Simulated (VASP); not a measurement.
# Os2C3 (P-3m1) in VASP: notebook

The runs below take Os2C3 through single point, with r2SCAN.

Everything below comes from runs of VASP 6.6.1. Logs are shortened: lines on timing, memory, paths and dates and some standing lists are left out, and cuts for length are marked.

### Step 1. The cell of the first run

The structure is trigonal, space group P-3m1 (No. 164). Conventional cell: a = 3.296 Å, b = 3.296 Å, c = 5.128 Å, α = 90.00°, β = 90.00°, γ = 120.00°. Within 2.6 Å of Os (site symmetry 3m) lie 7 C at 1.98 to 2.28 Å. C (site symmetry -3m) has 6 Os at 2.28 Å and 6 C at 2.63 Å within 3.0 Å. C (site symmetry 3m) has 4 Os at 1.98 to 2.05 Å and 3 C at 2.42 Å within 2.6 Å.

### Step 2. Single point, r2SCAN

POSCAR

```
Os2C3
1.0
    3.2958544583      0.0000000000      0.0000000000
   -1.6479272291      2.8542936880      0.0000000000
    0.0000000000      0.0000000000      5.1278141698
Os C
2 3
Direct
    0.3333333333      0.6666666667      0.2450000000
    0.6666666667      0.3333333333      0.7550000000
    0.0000000000      0.0000000000      0.0000000000
    0.3333333333      0.6666666667      0.6450000000
    0.6666666667      0.3333333333      0.3550000000
```

INCAR.step1

```
PREC     = Accurate       # precision mode
ENCUT    = 520            # plane-wave cutoff, eV
ISMEAR   = 0              # smearing method
SIGMA    = 0.1            # smearing width, eV
LREAL    = F              # projectors in reciprocal space
LASPH    = T              # aspherical terms in the spheres
NELM     = 60             # most SCF steps
NBANDS   = 22             # bands
GGA      = PE             # functional
ALGO     = Normal         # electronic algorithm
EDIFF    = 1E-4           # SCF threshold, eV
LWAVE    = T              # write WAVECAR
LCHARG   = F              # write CHGCAR
```

INCAR.step2

```
PREC     = Accurate       # precision mode
ENCUT    = 520            # plane-wave cutoff, eV
EDIFF    = 1E-6           # SCF threshold, eV
ISMEAR   = 0              # smearing method
SIGMA    = 0.1            # smearing width, eV
LREAL    = F              # projectors in reciprocal space
LASPH    = T              # aspherical terms in the spheres
NELM     = 60             # most SCF steps
ALGO     = Normal         # electronic algorithm
ISIF     = 2              # what is computed and relaxed
LWAVE    = F              # write WAVECAR
LCHARG   = F              # write CHGCAR
METAGGA  = R2SCAN         # meta-GGA
LMIXTAU  = T            
NBANDS   = 22             # bands
ISTART   = 1
```

KPOINTS

```
Automatic mesh
0
Gamma
  6 6 4
```

Potentials or basis: VASP PAW PBE potentials, release 64 (Os, C).

Launch:

```
> cat potpaw_PBE.64/Os/POTCAR potpaw_PBE.64/C/POTCAR > POTCAR
> cp INCAR.step1 INCAR
> mpirun -np 1 vasp_std > vasp.out
> cp INCAR.step2 INCAR
> mpirun -np 1 vasp_std > vasp.out
```

OUTCAR:

```text
PREC = Accurate
   ENCUT = 520
   EDIFF = 1E-6
   ISMEAR = 0
   LREAL = F
   LASPH = T
   NELM = 60
   ISIF = 2
   METAGGA = R2SCAN
   ISTART = 1

 ion  position               nearest neighbor table
   1  0.333  0.667  0.245-   5 1.98   5 1.98   5 1.98   4 2.05   3 2.28   3 2.28   3 2.28   2 3.15
                             2 3.15   2 3.15   2 3.23   2 3.23   2 3.23
   2  0.667  0.333  0.755-   4 1.98   4 1.98   4 1.98   5 2.05   3 2.28   3 2.28   3 2.28   1 3.15
                             1 3.15   1 3.15   1 3.23   1 3.23   1 3.23
   3  0.000  0.000  0.000-   1 2.28   2 2.28   1 2.28   2 2.28   2 2.28   1 2.28
   4  0.333  0.667  0.645-   2 1.98   2 1.98   2 1.98   1 2.05
   5  0.667  0.333  0.355-   1 1.98   1 1.98   1 1.98   2 2.05

  LATTYP: Found a hexagonal cell.
 ALAT       =     3.2958544583
 C/A-ratio  =     1.5558375634

  Lattice vectors:

 A1 = (   3.2958544583,   0.0000000000,   0.0000000000)
 A2 = (  -1.6479272291,   2.8542936880,   0.0000000000)
 A3 = (   0.0000000000,   0.0000000000,   5.1278141698)

Analysis of symmetry for initial positions (statically):
=====================================================================
 Subroutine PRICEL returns:
 Original cell was already a primitive cell.

 Routine SETGRP: Setting up the symmetry group for a
 hexagonal supercell.

 Subroutine GETGRP returns: Found 12 space group operations
 (whereof 12 operations were pure point group operations)
 out of a pool of 24 trial point group operations.

The static configuration has the point symmetry D_3d.

Analysis of symmetry for dynamics (positions and initial velocities):
=====================================================================
 Subroutine PRICEL returns:
 Original cell was already a primitive cell.

 Routine SETGRP: Setting up the symmetry group for a
 hexagonal supercell.

 Subroutine GETGRP returns: Found 12 space group operations
 (whereof 12 operations were pure point group operations)
 out of a pool of 24 trial point group operations.

The dynamic configuration has the point symmetry D_3d.

 Subroutine INISYM returns: Found 12 space group operations
 (whereof 12 operations are pure point group operations),
 and found     1 'primitive' translations

----------------------------------------------------------------------------------------

                                     Primitive cell

  volume of cell :      48.2391

  direct lattice vectors                    reciprocal lattice vectors
     3.295854458  0.000000000  0.000000000     0.303411456  0.175174686  0.000000000
    -1.647927229  2.854293688  0.000000000     0.000000000  0.350349372  0.000000000
     0.000000000  0.000000000  5.127814170     0.000000000  0.000000000  0.195014867

  length of vectors
     3.295854458  3.295854458  5.127814170     0.350349372  0.350349372  0.195014867

  position of ions in fractional coordinates (direct lattice)
     0.333333333  0.666666667  0.245000000
     0.666666667  0.333333333  0.755000000
     0.000000000  0.000000000  0.000000000
     0.333333333  0.666666667  0.645000000
     0.666666667  0.333333333  0.355000000

  ion indices of the primitive-cell ions
   primitive index   ion index
                 1           1
                 2           2
                 3           3
                 4           4
                 5           5

----------------------------------------------------------------------------------------

 KPOINTS: Automatic mesh

Automatic generation of k-mesh.
 Grid dimensions read from file:
 generate k-points for:    6    6    4

 Generating k-lattice:

  Cartesian coordinates                     Fractional coordinates (reciprocal lattice)
     0.050568576  0.029195781  0.000000000     0.166666667  0.000000000  0.000000000
     0.000000000  0.058391562  0.000000000     0.000000000  0.166666667  0.000000000
     0.000000000  0.000000000  0.048753717     0.000000000  0.000000000  0.250000000

  Length of vectors
     0.058391562  0.058391562  0.048753717

  Shift w.r.t. Gamma in fractional coordinates (k-lattice)
     0.000000000  0.000000000  0.000000000

 Subroutine IBZKPT returns following result:
 ===========================================

 Found     24 irreducible k-points:

 Following reciprocal coordinates:
            Coordinates               Weight
  0.000000  0.000000  0.000000      1.000000
  0.166667  0.000000  0.000000      6.000000
  0.333333  0.000000  0.000000      6.000000
  0.500000  0.000000  0.000000      3.000000
  0.166667  0.166667  0.000000      6.000000
  0.333333  0.166667  0.000000     12.000000
[... 16 lines left out ...]
  0.333333  0.166667  0.500000     12.000000
  0.333333  0.333333  0.500000      2.000000
   k-points           NKPTS =     24   k-points in BZ     NKDIM =     24   number of bands    NBANDS=     22
   number of dos      NEDOS =    301   number of ions     NIONS =      5
   total plane-waves  NPLWV =  31360
   dimension x,y,z NGX =    28 NGY =   28 NGZ =   40
   dimension x,y,z NGXF=    56 NGYF=   56 NGZF=   80
   ions per type =               2   3
   NGX,Y,Z   is equivalent  to a cutoff of  14.12, 14.12, 12.97 a.u.
   NGXF,Y,Z  is equivalent  to a cutoff of  28.25, 28.25, 25.94 a.u.
 SYSTEM =  unknown system
   PREC   = accura    normal or accurate (medium, high low for compatibility)
   ISTART =      1    job   : 0-new  1-cont  2-samecut
   ICHARG =      0    charge: 1-file 2-atom 10-const
   ISPIN  =      1    spin polarized calculation?
   LNONCOLLINEAR =      F non collinear calculations
   LSORBIT =      F    spin-orbit coupling
   LASPH  =      T    aspherical Exc in radial PAW
   ENCUT  =  520.0 eV  38.22 Ry    6.18 a.u.   6.13  6.13  9.53*2*pi/ulx,y,z
   NELM   =     60;   NELMIN=  2; NELMDL=  0     # of ELM steps
   EDIFF  = 0.1E-05   stopping-criterion for ELM
   LREAL  =      F    real-space projection
   EDIFFG = 0.1E-04   stopping-criterion for IOM
   NSW    =      0    number of steps for IOM
   IBRION =     -1    ionic relax: 0-MD 1-quasi-New 2-CG
   NFREE  =      0    steps in history (QN), initial steepest desc. (CG)
   ISIF   =      2    stress and relaxation
   ISYM   =      2    0-nonsym 1-usesym 2-fastsym
   POTIM  = 0.5000    time-step for ionic-motion
   TEBEG  =    0.0;   TEEND  =   0.0 temperature during run
   PSTRESS=    0.0 pullay stress
   NELECT =      28.0000    total number of electrons
   NUPDOWN=      -1.0000    fix difference up-down
   EMIN   =  10.00;   EMAX   =-10.00  energy-range for DOS
   EFERMI =   0.00;   METHOD = LEGACY
   ISMEAR =     0;   SIGMA  =   0.10  broadening in eV -4-tet -1-fermi 0-gaus
   EFERMI_NEDOS =   21; number of points for ismear=-14 and -15
   IALGO  =     38    algorithm
   IMIX   =      4    mixing-type and parameters
     AMIX     =   0.40;   BMIX     =  1.00
     AMIX_MAG =   1.60;   BMIX_MAG =  1.00
  volume/ion in A,a.u.               =       9.65        65.11
  Fermi-wavevector in a.u.,A,eV,Ry     =   1.365614  2.580636 25.373514  1.864901
  Thomas-Fermi vector in A             =   2.491827
   LORBIT       =      0    0 simple, 1 ext, 2 COOP (PROOUT), +10 PAW based schemes
   METAGGA = R2SCAN    functional components
   LHFCALC =     F    Hartree Fock is set to
   AEXX    =    0.0000 exact exchange contribution
   IVDW    =     0    specifies the selected vdW correction
   LEPSILON=     F    determine dielectric tensor
   LRPA    =     F    only Hartree local field effects (RPA)
 non-spin polarized calculation
 Gauss-broadening in eV      SIGMA  =   0.10
  energy-cutoff  :      520.00
  volume of cell :       48.24
 maximum number of plane-waves:      1326
 NGX is ok and might be reduce to    28
   NGX = 13   NGY = 13   NGZ = 19

 number of electron      28.0000001 magnetization

 Free energy of the ion-electron system (eV)
  ---------------------------------------------------
  ext. energy  EPLUGINS =         0.00000000
  ---------------------------------------------------
  free energy    TOTEN  =      -127.99431641 eV

  energy without entropy =     -127.97747913  energy(sigma->0) =     -127.98589777

 E-fermi :   8.9211     XC(G=0): -14.3402

 val. band max:        8.8875046223   @ k =   0.3333   0.0000   0.0000
 cond. band min:       8.9383011000   @ k =   0.0000   0.1667   0.2500
 fundamental gap:      0.0507964777
 Fermi energy:         8.9210841104

 k-point     1 :       0.0000    0.0000    0.0000
  band No.  band energies     occupation
      1      -7.9497      2.00000
      2      -4.3715      2.00000
      3      -2.5667      2.00000
      4       1.5600      2.00000
      5       1.5600      2.00000
      6       1.6532      2.00000
[... 14 lines left out ...]
     21      17.3309      0.00000
     22      17.3309      0.00000

 k-point     2 :       0.1667    0.0000    0.0000
  band No.  band energies     occupation
      1      -7.4135      2.00000
      2      -4.0075      2.00000
      3      -2.8882      2.00000
      4       0.9380      2.00000
      5       1.4872      2.00000
      6       1.8309      2.00000
[... 14 lines left out ...]
     21      16.8401      0.00000
     22      17.0169      0.00000

 k-point     3 :       0.3333    0.0000    0.0000
  band No.  band energies     occupation
      1      -6.0560      2.00000
      2      -3.7622      2.00000
      3      -3.2121      2.00000
      4       0.3934      2.00000
      5       1.8596      2.00000
      6       1.8868      2.00000
[... 14 lines left out ...]
     21      15.6989      0.00000
     22      16.3599      0.00000

 k-point     4 :       0.5000    0.0000    0.0000
  band No.  band energies     occupation
      1      -5.0183      2.00000
      2      -3.9565      2.00000
      3      -3.4161      2.00000
      4       0.5590      2.00000
      5       1.5496      2.00000
      6       1.7834      2.00000
[... 14 lines left out ...]
     21      15.5300      0.00000
     22      16.4327      0.00000

 k-point     5 :       0.1667    0.1667    0.0000
  band No.  band energies     occupation
      1      -6.4508      2.00000
      2      -3.6118      2.00000
      3      -3.2891      2.00000
      4       0.7441      2.00000
      5       1.2592      2.00000
      6       1.9700      2.00000
[... 417 lines left out ...]
 k-point    22 :       0.1667    0.1667    0.5000
  band No.  band energies     occupation
      1      -5.5707      2.00000
      2      -4.9680      2.00000
      3      -2.9357      2.00000
      4       0.9441      2.00000
      5       1.2002      2.00000
      6       1.7846      2.00000
[... 14 lines left out ...]
     21      14.9704      0.00000
     22      15.6444      0.00000

 k-point    23 :       0.3333    0.1667    0.5000
  band No.  band energies     occupation
      1      -4.7606      2.00000
      2      -3.6564      2.00000
      3      -3.5300      2.00000
      4      -0.1627      2.00000
      5       1.2564      2.00000
      6       1.6542      2.00000
[... 14 lines left out ...]
     21      14.9495      0.00000
     22      15.5407      0.00000

 k-point    24 :       0.3333    0.3333    0.5000
  band No.  band energies     occupation
      1      -3.9312      2.00000
      2      -3.9312      2.00000
      3      -3.4500      2.00000
      4       0.3717      2.00000
      5       0.3717      2.00000
      6       1.1882      2.00000
[... 14 lines left out ...]
     21      14.6908      0.00000
     22      15.5417      0.00000

------------------------ aborting loop because EDIFF is reached ----------------------------------------

  FORCE on cell =-STRESS in cart. coord.  units (eV):
  Direction    XX          YY          ZZ          XY          YZ          ZX
  --------------------------------------------------------------------------------------
  -------------------------------------------------------------------------------------
  Total        6.3389104      6.3389104      7.7757053      0.0000000      0.0000000      0.0000000
  in kB      210.5359364    210.5359364    258.2565898      0.0000000      0.0000000      0.0000000
  external PRESSURE =     226.4428208 kB  Pullay stress =       0.0000000 kB

 VOLUME and BASIS-vectors are now :
 -----------------------------------------------------------------------------
  energy-cutoff  :      520.00
  volume of cell :       48.24
      direct lattice vectors                 reciprocal lattice vectors
     3.295854458  0.000000000  0.000000000     0.303411456  0.175174686  0.000000000
    -1.647927229  2.854293688  0.000000000     0.000000000  0.350349372  0.000000000
     0.000000000  0.000000000  5.127814170     0.000000000  0.000000000  0.195014867

 POSITION                                       TOTAL-FORCE (eV/Angst)
 -----------------------------------------------------------------------------------
     -0.00000      1.90286      1.25631        -0.000000      0.000000      1.356344
      1.64793      0.95143      3.87150         0.000000     -0.000000     -1.356344
      0.00000      0.00000      0.00000        -0.000000      0.000000      0.000000
     -0.00000      1.90286      3.30744         0.000000     -0.000000     -1.158991
      1.64793      0.95143      1.82037         0.000000      0.000000      1.158991
 -----------------------------------------------------------------------------------
    total drift:                                0.000000     -0.000000     -0.000000

  FREE ENERGIE OF THE ION-ELECTRON SYSTEM (eV)
  ---------------------------------------------------
  free  energy   TOTEN  =      -127.9943164058 eV

  energy  without entropy=     -127.9774791329  energy(sigma->0) =     -127.98589777
```

Wall time 48 s (1 thread of Intel Xeon 6975P-C (Granite Rapids), shared host); peak memory 0.18 GiB.

What came out:

| Item | Value |
| --- | --- |
| Free energy | -127.9943 eV |
| Pressure | 22.6 GPa |
| Largest force | 1.356 eV/Å |
| Band gap on the k mesh | zero (band 14 reaches 9.53 eV, above the bottom of band 15 at 8.35 eV) |

Forces in eV/Å, atoms in the order of the input:
```
Os   0.000  0.000  1.356
Os   0.000  0.000 -1.356
C    0.000  0.000  0.000
C    0.000  0.000 -1.159
C    0.000  0.000  1.159
```

Stress tensor (GPa, compression positive):
```
21.05  0.00  0.00
 0.00 21.05  0.00
 0.00  0.00 25.83
```

Levels at points of the mesh, in eV from the Fermi level:
| k point | band 10 | band 11 | band 12 | band 13 | band 14 | band 15 | band 16 | band 17 | band 18 | band 19 |
| --- | --- | --- | --- | --- | --- | --- | --- | --- | --- | --- |
| (0.00, 0.00, 0.00) | -3.16 | -2.98 | -2.33 | -2.33 | 0.53 | 1.11 | 1.81 | 1.81 | 3.23 | 5.73 |
| (0.50, 0.00, 0.00) | -3.41 | -2.99 | -2.13 | -1.43 | -0.71 | -0.57 | 0.23 | 1.89 | 2.92 | 4.07 |
| (0.00, 0.00, 0.50) | -2.34 | -1.69 | -1.69 | -1.57 | -0.54 | -0.54 | -0.46 | 2.75 | 5.20 | 6.95 |
| (0.50, 0.00, 0.50) | -3.19 | -2.96 | -1.57 | -1.24 | -1.14 | 0.26 | 0.58 | 2.91 | 3.04 | 4.55 |

Caveat: the k points lie up to 0.37 Å⁻¹ apart; the PAW data sets were made with another functional, which shifts forces and pressure a little; spin-orbit coupling is left out, which moves the levels of the heavy elements.

### Step 3. Single point, r2SCAN

This run uses another cell than the first one, of 10.40 Å³/atom, 1.078 times its volume.

POSCAR

```
Os2C3
1.0
    3.2903496492      0.0000000000      0.0000000000
   -1.6451748246      2.8495263836      0.0000000000
    0.0000000000      0.0000000000      5.5440585609
Os C
2 3
Direct
    0.3333333333      0.6666666667      0.2620830464
    0.6666666667      0.3333333333      0.7379169536
    0.0000000000      0.0000000000      0.0000000000
    0.3333333333      0.6666666667      0.6353557504
    0.6666666667      0.3333333333      0.3646442496
```

INCAR.step1

```
PREC = Accurate
ENCUT = 520
ISMEAR = 0
SIGMA = 0.1
LREAL = F
LASPH = T
NELM = 60
NBANDS = 22
GGA = PE
ALGO = Normal
EDIFF = 1E-4
LWAVE = T
LCHARG = F
```

INCAR.step2

```
PREC = Accurate
ENCUT = 520
EDIFF = 1E-6
ISMEAR = 0
SIGMA = 0.1
LREAL = F
LASPH = T
NELM = 60
ALGO = Normal
ISIF = 2
LWAVE = F
LCHARG = T
METAGGA = R2SCAN
LMIXTAU = T
LELF = T
LVHAR = T
NBANDS = 22
ISTART = 1
```

KPOINTS is that of step 2.

Potentials or basis: VASP PAW PBE potentials, release 64 (Os, C).

Launch:

```
> cat potpaw_PBE.64/Os/POTCAR potpaw_PBE.64/C/POTCAR > POTCAR
> cp INCAR.step1 INCAR
> mpirun -np 1 vasp_std > vasp.out
> cp INCAR.step2 INCAR
> mpirun -np 1 vasp_std > vasp.out
```

Run time: 34 s. Hardware: 1 thread of Intel Xeon 6975P-C (Granite Rapids), shared host; peak memory 0.18 GiB.

Results (log left out):

| Property | Result |
| --- | --- |
| Free energy | -128.4759 eV |
| Pressure | 3.4 GPa |
| Largest force | 0.241 eV/Å |
| Band gap on the k mesh | zero (band 14 reaches 8.62 eV, above the bottom of band 15 at 7.59 eV) |

Forces on the atoms (eV/Å):
```
Os   0.000  0.000 -0.241
Os   0.000  0.000  0.241
C    0.000  0.000  0.000
C    0.000  0.000 -0.073
C    0.000  0.000  0.073
```

Stress tensor (GPa, compression positive):
```
3.69 0.00 0.00
0.00 3.69 0.00
0.00 0.00 2.84
```

Levels at points of the mesh, in eV from the Fermi level:
| k point | band 12 | band 13 | band 14 | band 15 | band 16 | band 17 |
| --- | --- | --- | --- | --- | --- | --- |
| (0.00, 0.00, 0.00) | -2.05 | -2.05 | 0.73 | 1.66 | 1.66 | 2.20 |
| (0.50, 0.00, 0.00) | -2.17 | -0.89 | -0.75 | -0.26 | -0.08 | 1.67 |
| (0.00, 0.00, 0.50) | -1.76 | -0.96 | -0.92 | -0.01 | -0.01 | 2.37 |
| (0.50, 0.00, 0.50) | -1.57 | -1.08 | -1.04 | 0.54 | 0.69 | 1.98 |

Caveat: the k points lie up to 0.37 Å⁻¹ apart; the PAW data sets were made with another functional, which shifts forces and pressure a little; spin-orbit coupling is left out, which moves the levels of the heavy elements.
